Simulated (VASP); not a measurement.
**FePt: single point with PBE+U**

The system is FePt.

```
Fe Pt
1.0
     2.72609    0.00000    0.00000
     0.00000    2.72609    0.00000
     0.00000    0.00000    3.76299
Fe Pt
1 1
Direct
  0.50000 0.50000 0.50000
  0.00000 0.00000 0.00000
```

| Quantity | Value |
| --- | --- |
| Program | VASP 6.6.1 |
| Task | single point |
| Functional | PBE |
| Potentials or basis | VASP PAW PBE potentials, release 64 (Fe, Pt) |
| Cutoff | 520 eV |
| k mesh | 12 × 12 × 10 |
| Occupations | gaussian, width 0.05 eV |
| Spin | non-collinear spin, typed start, spin-orbit coupling |
| Starting moments | [[0.0, 0.0, 2.5], [0.0, 0.0, 0.0]] μB |
| Hubbard terms | Fe d U = 8.0 eV |
| Dipole correction | no |
| Further INCAR settings | ALGO = Normal; EDIFF = 1e-06; NBANDS = 30 |

The pressure is 19.9 GPa, the net moment is 3.78 μB per cell and the valence electrons inside the program's atomic spheres are Fe 7.01; Pt 9.55.

Stress tensor (GPa, compression positive):
```
22.31  0.00  0.00
 0.00 22.31  0.00
 0.00  0.00 15.09
```

Moments on the atoms (μB; x, y, z):
```
Fe  0.00 0.00 3.75
Pt  0.00 0.00 0.05
```

It took 23 min on 1 thread of Oxide Virtual Turin-like Processor, on a shared host, peak memory 0.38 GiB.

Caveat: the stress differs along the axes, from 15 to 22 GPa; the U is typed as a test and isn't derived for this compound. The state reached can hang on the start; a lower one may exist.
